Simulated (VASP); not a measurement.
# P (Cmce) in VASP: notebook

P is run at these levels: r2SCAN+rVV10; tasks: single point.

Everything below comes from runs of VASP 6.6.1. Logs are shortened: lines on timing, memory, paths and dates and some standing lists are left out, and cuts for length are marked.

### 1 The cell of the first run

The structure is orthorhombic, space group Cmce (No. 64). Conventional cell: a = 3.228 Å, b = 10.707 Å, c = 4.451 Å, α = 90.00°, β = 90.00°, γ = 90.00°. P (site symmetry m) has 3 P at 2.16 to 2.20 Å within 2.9 Å.

### 2 Single point, r2SCAN+rVV10

Contents of POSCAR:

```
P
1.0
    1.6141062751     -5.3534750391      0.0000000000
    1.6141062751      5.3534750391      0.0000000000
    0.0000000000      0.0000000000      4.4508823070
P
4
Direct
    0.9041431300      0.0958568700      0.5888151700
    0.0958568700      0.9041431300      0.4111848300
    0.5958568700      0.4041431300      0.0888151700
    0.4041431300      0.5958568700      0.9111848300
```

Contents of INCAR.step1:

```
PREC     = Accurate       # precision mode
ENCUT    = 520            # plane-wave cutoff, eV
ISMEAR   = -1             # smearing method
SIGMA    = 0.05           # smearing width, eV
LREAL    = F              # projectors in reciprocal space
LASPH    = T              # aspherical terms in the spheres
NELM     = 80             # most SCF steps
NBANDS   = 18             # bands
GGA      = PE             # functional
ALGO     = Normal         # electronic algorithm
EDIFF    = 1E-4           # SCF threshold, eV
LWAVE    = T              # write WAVECAR
LCHARG   = F              # write CHGCAR
```

Contents of INCAR.step2:

```
PREC     = Accurate       # precision mode
ENCUT    = 520            # plane-wave cutoff, eV
EDIFF    = 1E-6           # SCF threshold, eV
ISMEAR   = -1             # smearing method
SIGMA    = 0.05           # smearing width, eV
LREAL    = F              # projectors in reciprocal space
LASPH    = T              # aspherical terms in the spheres
NELM     = 80             # most SCF steps
ALGO     = Normal         # electronic algorithm
ISIF     = 2              # what is computed and relaxed
LWAVE    = F              # write WAVECAR
LCHARG   = F              # write CHGCAR
METAGGA  = R2SCAN         # meta-GGA
LMIXTAU  = T            
LUSE_VDW = T            
IVDW_NL  = 2            
BPARAM   = 11.95        
CPARAM   = 0.0093       
NBANDS   = 18             # bands
ISTART   = 1
```

Contents of KPOINTS:

```
regular mesh
0
Gamma
  8 8 6
```

Potentials or basis: VASP PAW PBE potentials, release 64 (P).

Started as:

```bash
cat potpaw_PBE.64/P/POTCAR > POTCAR
cp INCAR.step1 INCAR
mpirun -np 1 vasp_std > vasp.out
cp INCAR.step2 INCAR
mpirun -np 1 vasp_std > vasp.out
```

OUTCAR:

```text
PREC = Accurate
   ENCUT = 520
   EDIFF = 1E-6
   ISMEAR = -1
   LREAL = F
   LASPH = T
   NELM = 80
   ISIF = 2
   METAGGA = R2SCAN
   IVDW_NL = 2
   BPARAM = 11.95
   ISTART = 1

 ion  position               nearest neighbor table
   1  0.904  0.096  0.589-   4 2.16   4 2.16   2 2.20
   2  0.096  0.904  0.411-   3 2.16   3 2.16   1 2.20
   3  0.596  0.404  0.089-   2 2.16   2 2.16   4 2.20
   4  0.404  0.596  0.911-   1 2.16   1 2.16   3 2.20

  LATTYP: Found a base centered orthorhombic cell.
 ALAT       =     3.2282125502
 B/A-ratio  =     3.3166806435
 C/A-ratio  =     1.3787451222

  Lattice vectors:

 A1 = (   1.6141062751,  -5.3534750391,   0.0000000000)
 A2 = (   1.6141062751,   5.3534750391,   0.0000000000)
 A3 = (   0.0000000000,   0.0000000000,   4.4508823070)

Analysis of symmetry for initial positions (statically):
=====================================================================
 Subroutine PRICEL returns:
 Original cell was already a primitive cell.

 Routine SETGRP: Setting up the symmetry group for a
 base centered orthorhombic supercell.

 Subroutine GETGRP returns: Found  8 space group operations
 (whereof  4 operations were pure point group operations)
 out of a pool of  8 trial point group operations.

The static configuration has the point symmetry C_2h.
 The point group associated with its full space group is D_2h.

Analysis of symmetry for dynamics (positions and initial velocities):
=====================================================================
 Subroutine PRICEL returns:
 Original cell was already a primitive cell.

 Routine SETGRP: Setting up the symmetry group for a
 base centered orthorhombic supercell.

 Subroutine GETGRP returns: Found  8 space group operations
 (whereof  4 operations were pure point group operations)
 out of a pool of  8 trial point group operations.

The dynamic configuration has the point symmetry C_2h.
 The point group associated with its full space group is D_2h.

 Subroutine INISYM returns: Found  8 space group operations
 (whereof  4 operations are pure point group operations),
 and found     1 'primitive' translations

----------------------------------------------------------------------------------------

                                     Primitive cell

  volume of cell :      76.9208

  direct lattice vectors                    reciprocal lattice vectors
[... 91 lines left out ...]
   EDIFF  = 0.1E-05   stopping-criterion for ELM
   LREAL  =      F    real-space projection
   EDIFFG = 0.1E-04   stopping-criterion for IOM
   NSW    =      0    number of steps for IOM
   IBRION =     -1    ionic relax: 0-MD 1-quasi-New 2-CG
   NFREE  =      0    steps in history (QN), initial steepest desc. (CG)
   ISIF   =      2    stress and relaxation
   ISYM   =      2    0-nonsym 1-usesym 2-fastsym
   POTIM  = 0.5000    time-step for ionic-motion
   TEBEG  =    0.0;   TEEND  =   0.0 temperature during run
   PSTRESS=    0.0 pullay stress
   NELECT =      20.0000    total number of electrons
   NUPDOWN=      -1.0000    fix difference up-down
   EMIN   =  10.00;   EMAX   =-10.00  energy-range for DOS
   EFERMI =   0.00;   METHOD = LEGACY
   ISMEAR =    -1;   SIGMA  =   0.05  broadening in eV -4-tet -1-fermi 0-gaus
   EFERMI_NEDOS =   21; number of points for ismear=-14 and -15
   IALGO  =     38    algorithm
   IMIX   =      4    mixing-type and parameters
     AMIX     =   0.40;   BMIX     =  1.00
     AMIX_MAG =   1.60;   BMIX_MAG =  1.00
  volume/ion in A,a.u.               =      19.23       129.77
  Fermi-wavevector in a.u.,A,eV,Ry     =   1.044889  1.974554 14.854746  1.091793
  Thomas-Fermi vector in A             =   2.179661
   LORBIT       =      0    0 simple, 1 ext, 2 COOP (PROOUT), +10 PAW based schemes
   METAGGA = R2SCAN    functional components
   LHFCALC =     F    Hartree Fock is set to
   AEXX    =    0.0000 exact exchange contribution
   IVDW_NL    =     2    kernel type
   BPARAM     =11.9500
   IVDW    =     0    specifies the selected vdW correction
   LEPSILON=     F    determine dielectric tensor
   LRPA    =     F    only Hartree local field effects (RPA)
 non-spin polarized calculation
  energy-cutoff  :      520.00
  volume of cell :       76.92
 maximum number of plane-waves:      2095
 NGX is ok and might be reduce to    42
   NGX = 21   NGY = 21   NGZ = 17

 number of electron      19.9999999 magnetization

 Free energy of the ion-electron system (eV)
  ---------------------------------------------------
  ext. energy  EPLUGINS =         0.00000000
  ---------------------------------------------------
  free energy    TOTEN  =       -35.51747736 eV

  energy without entropy =      -35.51713972  energy(sigma->0) =      -35.51730854

 E-fermi :   6.5842     XC(G=0): -10.1859

 val. band max:        6.5124132993   @ k =   0.5000   0.5000   0.0000
 cond. band min:       6.6494201618   @ k =   0.5000   0.5000   0.0000
 fundamental gap:      0.1370068625
 Fermi energy:         6.5841600676

 k-point     1 :       0.0000    0.0000    0.0000
  band No.  band energies     occupation
      1     -10.7070      2.00000
      2      -7.6065      2.00000
      3      -3.9785      2.00000
      4      -1.0423      2.00000
      5       1.0139      2.00000
      6       1.5804      2.00000
[... 481 lines left out ...]
      5      -0.4598      2.00000
      6       0.0575      2.00000
[... 10 lines left out ...]
     17      12.5263      0.00000
     18      13.8067      0.00000

 [... further k-points ...]

------------------------ aborting loop because EDIFF is reached ----------------------------------------

  FORCE on cell =-STRESS in cart. coord.  units (eV):
  Direction    XX          YY          ZZ          XY          YZ          ZX
  --------------------------------------------------------------------------------------
  -------------------------------------------------------------------------------------
  Total        3.0666227      1.7752495      2.1461638      0.0000000     -0.0000000      0.0000000
  in kB       63.8744111     36.9765135     44.7022548      0.0000000     -0.0000000      0.0000000
  external PRESSURE =      48.5177265 kB  Pullay stress =       0.0000000 kB

 VOLUME and BASIS-vectors are now :
 -----------------------------------------------------------------------------
  energy-cutoff  :      520.00
  volume of cell :       76.92
      direct lattice vectors                 reciprocal lattice vectors
     1.614106275 -5.353475039  0.000000000     0.309768946 -0.093397279  0.000000000
     1.614106275  5.353475039  0.000000000     0.309768946  0.093397279  0.000000000
     0.000000000  0.000000000  4.450882307     0.000000000  0.000000000  0.224674555

 POSITION                                       TOTAL-FORCE (eV/Angst)
 -----------------------------------------------------------------------------------
      1.61411     -4.32714      2.62075         0.000000      0.469102     -0.381652
      1.61411      4.32714      1.83014         0.000000     -0.469102      0.381652
      1.61411     -1.02633      0.39531         0.000000     -0.469102     -0.381652
      1.61411      1.02633      4.05558         0.000000      0.469102      0.381652
 -----------------------------------------------------------------------------------
    total drift:                               -0.000000     -0.000000      0.000000

  FREE ENERGIE OF THE ION-ELECTRON SYSTEM (eV)
  ---------------------------------------------------
  free  energy   TOTEN  =       -35.5174773577 eV

  energy  without entropy=      -35.5171397230  energy(sigma->0) =      -35.51730854
```

OSZICAR.step1:

```text
N       E                     dE             d eps       ncg     rms          rms(c)
DAV:   1     0.659124609355E+02    0.65912E+02   -0.84559E+03  3024   0.946E+02
DAV:   2    -0.174540822760E+02   -0.83367E+02   -0.79821E+02  3988   0.161E+02
DAV:   3    -0.215346422906E+02   -0.40806E+01   -0.40528E+01  3962   0.357E+01
DAV:   4    -0.215800857041E+02   -0.45443E-01   -0.45402E-01  3916   0.443E+00
DAV:   5    -0.215809130211E+02   -0.82732E-03   -0.82721E-03  3936   0.577E-01    0.114E+01
DAV:   6    -0.214198665104E+02    0.16105E+00   -0.97244E-02  3572   0.162E+00    0.677E+00
DAV:   7    -0.213601551298E+02    0.59711E-01   -0.16210E-01  3588   0.212E+00    0.432E-01
DAV:   8    -0.213596769653E+02    0.47816E-03   -0.18611E-02  3430   0.775E-01    0.182E-01
DAV:   9    -0.213597521583E+02   -0.75193E-04   -0.74112E-04  3916   0.161E-01
   1 F= -.21359752E+02 E0= -.21359437E+02  d E =-.629847E-03
```

Wall time 4.6 min (1 thread of Intel Xeon 6975P-C (Granite Rapids), shared host); peak memory 0.52 GiB.

What came out:

| Item | Value |
| --- | --- |
| Free energy | -35.5175 eV |
| Pressure | 4.9 GPa |
| Largest force | 0.605 eV/Å |
| Band gap on the k mesh | 0.14 eV |

Forces in eV/Å, atoms in the order of the input:
```
P    0.000  0.469 -0.382
P    0.000 -0.469  0.382
P    0.000 -0.469 -0.382
P    0.000  0.469  0.382
```

Stress tensor (GPa, compression positive):
```
6.39 0.00 0.00
0.00 3.70 0.00
0.00 0.00 4.47
```

Levels at points of the mesh, in eV from the valence-band top:
```
           k point  band 7  band 8  band 9  band 10  band 11  band 12  band 13  band 14
(0.00, 0.00, 0.00)   -4.54   -3.17   -2.87    -1.41     0.59     1.19     2.25     3.15
(0.50, 0.00, 0.00)   -3.77   -3.77   -2.88    -2.88     0.81     0.81     1.54     1.54
(0.50, 0.50, 0.00)   -4.65   -2.69   -1.81     0.00     0.14     0.96     2.56     3.02
(0.00, 0.00, 0.50)   -3.66   -3.66   -1.83    -1.83     1.85     1.85     3.16     3.16
(0.50, 0.00, 0.50)   -5.76   -5.76   -2.02    -2.02     1.79     1.79     3.77     3.77
(0.50, 0.50, 0.50)   -3.09   -3.09   -2.11    -2.11     1.67     1.67     2.97     2.97
```

Caveat: the cell stands under pressure; semilocal functionals underestimate gaps, and a narrow one can read as zero; the PAW data sets were made with another functional, which shifts forces and pressure a little.

[end of part 1 of 2]
